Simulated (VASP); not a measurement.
Set up this calculation in VASP 6.6.1, as the native input.

- Task: single point
- Functional: r2SCAN
- Potentials or basis: VASP PAW PBE potentials, release 64 (Sn_d, O)
- Cutoff: 520 eV
- k mesh: 6 × 6 × 8
- Occupations: gaussian, width 0.02 eV
- Spin: no spin polarisation
- Dipole correction: no
- Further INCAR settings: ALGO = Normal; EDIFF = 1e-06; NBANDS = 35

Crystal: SnO2.

```
CELL_PARAMETERS angstrom
4.57791 0.00000 0.00000
0.00000 4.57791 0.00000
0.00000 0.00000 3.14135
ATOMIC_POSITIONS crystal
Sn 0.50000 0.50000 0.50000
Sn 0.00000 0.00000 0.00000
O 0.19505 0.80495 0.50000
O 0.80495 0.19505 0.50000
O 0.30495 0.30495 0.00000
O 0.69505 0.69505 0.00000
```

The input as run:

POSCAR

```
SnO2
1.0
    4.5779097405      0.0000000000      0.0000000000
    0.0000000000      4.5779097405      0.0000000000
    0.0000000000      0.0000000000      3.1413492204
Sn O
2 4
Direct
    0.5000000000      0.5000000000      0.5000000000
    0.0000000000      0.0000000000      0.0000000000
    0.1950536439      0.8049463561      0.5000000000
    0.8049463561      0.1950536439      0.5000000000
    0.3049463561      0.3049463561      0.0000000000
    0.6950536439      0.6950536439      0.0000000000
```

INCAR.step1

```
PREC = Accurate ; ENCUT = 520
ISMEAR = 0 ; SIGMA = 0.02
LREAL = F ; LASPH = T
NELM = 60 ; NBANDS = 35
GGA = PE ; ALGO = Normal
EDIFF = 1E-4 ; LWAVE = T
LCHARG = F
```

INCAR.step2

```
PREC = Accurate ; ENCUT = 520
EDIFF = 1E-6 ; ISMEAR = 0
SIGMA = 0.02 ; LREAL = F
LASPH = T ; NELM = 60
ALGO = Normal ; ISIF = 2
LWAVE = F ; LCHARG = F
METAGGA = R2SCAN ; LMIXTAU = T
NBANDS = 35 ; ISTART = 1
```

KPOINTS

```
Automatic mesh
0
Gamma
  6 6 8
```

Potentials or basis: VASP PAW PBE potentials, release 64 (Sn_d, O).

Run with:

```sh
$ cat potpaw_PBE.64/Sn_d/POTCAR potpaw_PBE.64/O/POTCAR > POTCAR
$ cp INCAR.step1 INCAR
$ mpirun -np 1 vasp_std > vasp.out
$ cp INCAR.step2 INCAR
$ mpirun -np 1 vasp_std > vasp.out
```

Results of the run:

- Pressure: 26.7 GPa
- Largest force: 0.015 eV/Å
- Band gap on the k mesh: 2.96 eV, direct

Caveat: the PAW data sets were made with another functional, which shifts forces and pressure a little; spin-orbit coupling is left out, which moves the levels of the heavy elements.

Wall time 4.1 min on 1 thread of Intel(R) Xeon(R) Platinum 8488C (Sapphire Rapids), with other jobs on the host, peak memory 0.24 GiB.
